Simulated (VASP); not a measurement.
Set up this calculation in VASP 6.6.1, as the native input.

- Task: single point
- Functional: PBE
- Potentials or basis: VASP PAW PBE potentials, release 64 (Hf_pv, O)
- Cutoff: 520 eV
- k mesh: 8 × 8 × 8
- Occupations: gaussian, width 0.05 eV
- Spin: no spin polarisation
- Dipole correction: no
- Further INCAR settings: ALGO = Normal; EDIFF = 1e-07; NBANDS = 18

The structure of HfO2 lies in POSCAR:

```
HfO2
1.0
    0.0000000000      2.7493125000      2.5575000000
    2.5575000000      0.0000000000      2.5575000000
    2.5575000000      2.7493125000      0.0000000000
Hf O
1 2
Direct
    0.0000000000      0.0000000000      0.0000000000
    0.2500000000      0.2500000000      0.2500000000
    0.7500000000      0.7500000000      0.7500000000
```

This cell differs from its parent crystal: strain +0.0750 x Voigt [0, 1, 0, 0, 0, 0].

These files were run (other wordings do the same):

INCAR

```
  PREC = Accurate
  ENCUT = 520
  EDIFF = 1E-7
  ISMEAR = 0
  SIGMA = 0.05
  LREAL = False
  LASPH = True
  NELM = 100
  ALGO = Normal
  ISIF = 2
  LWAVE = False
  LCHARG = True
  GGA = PE
  LELF = True
  LVHAR = True
  NBANDS = 18
```

KPOINTS

```
Automatic mesh
0
Gamma
  8 8 8
```

Potentials or basis: VASP PAW PBE potentials, release 64 (Hf_pv, O).

Command:

```sh
$ cat potpaw_PBE.64/Hf_pv/POTCAR potpaw_PBE.64/O/POTCAR > POTCAR
$ mpirun -np 1 vasp_std > vasp.out
```

It gave:

The pressure is -19.7 GPa and the band gap on the k mesh is 2.77 eV, indirect (least direct gap 3.06 eV).

Caveat: the cell differs from its parent crystal (strain +0.0750 x Voigt [0, 1, 0, 0, 0, 0]); spin-orbit coupling is left out, which moves the levels of the heavy elements.

Run time: 58 s on 1 thread of Intel(R) Xeon(R) Platinum 8259CL CPU @ 2.50GHz (Skylake/Cascade Lake) (shared host), peak memory 0.18 GiB.
